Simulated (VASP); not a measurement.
Input of a VASP 6.6.1 run:

File INCAR:

```
SYSTEM = AlN
ALGO     = Normal         ! electronic algorithm
EDIFF    = 1E-6           ! SCF threshold, eV
ENCUT    = 520            ! plane-wave cutoff, eV
GGA      = PE             ! functional
ISIF     = 2              ! what is computed and relaxed
ISMEAR   = 0              ! smearing method
LASPH    = .TRUE.         ! aspherical terms in the spheres
LCHARG   = .FALSE.        ! write CHGCAR
LREAL    = .FALSE.        ! projectors in reciprocal space
LWAVE    = .FALSE.        ! write WAVECAR
NBANDS   = 16             ! bands
NELM     = 100            ! most SCF steps
PREC     = Accurate       ! precision mode
SIGMA    = 0.05           ! smearing width, eV
```

Contents of KPOINTS:

```
k-points
0
G
  12 12 6
  0 0 0
```

The input POSCAR:

```
AlN
1.0
    3.0176720870      0.0000000000      0.0000000000
   -1.5088360435      2.6133806877      0.0000000000
    0.0000000000      0.0000000000      5.1273400000
Al N
2 2
Direct
    0.3333333333      0.6666666667      0.0000000000
    0.6666666667      0.3333333333      0.5000000000
    0.3333333333      0.6666666667      0.3850000000
    0.6666666667      0.3333333333      0.8850000000
```

Potentials or basis: VASP PAW PBE potentials, release 64 (Al, N).

The run is started by

```console
$ cat potpaw_PBE.64/Al/POTCAR potpaw_PBE.64/N/POTCAR > POTCAR
$ mpirun -np 1 vasp_std > vasp.out
```

Question: Estimate the largest force.

Answer: 0.816 eV/Å.

Question: Estimate the pressure.

Answer: 12.8 GPa.

Question: Estimate the band gap on the k mesh.

Answer: 4.53 eV, direct.

Stress tensor (GPa, compression positive):
```
22.03  0.00  0.00
 0.00 22.03  0.00
 0.00  0.00 -5.71
```

Caveat: the cell differs from its parent crystal (strain -0.030 along x and y, +0.030 along z). A k mesh can miss the band edges.
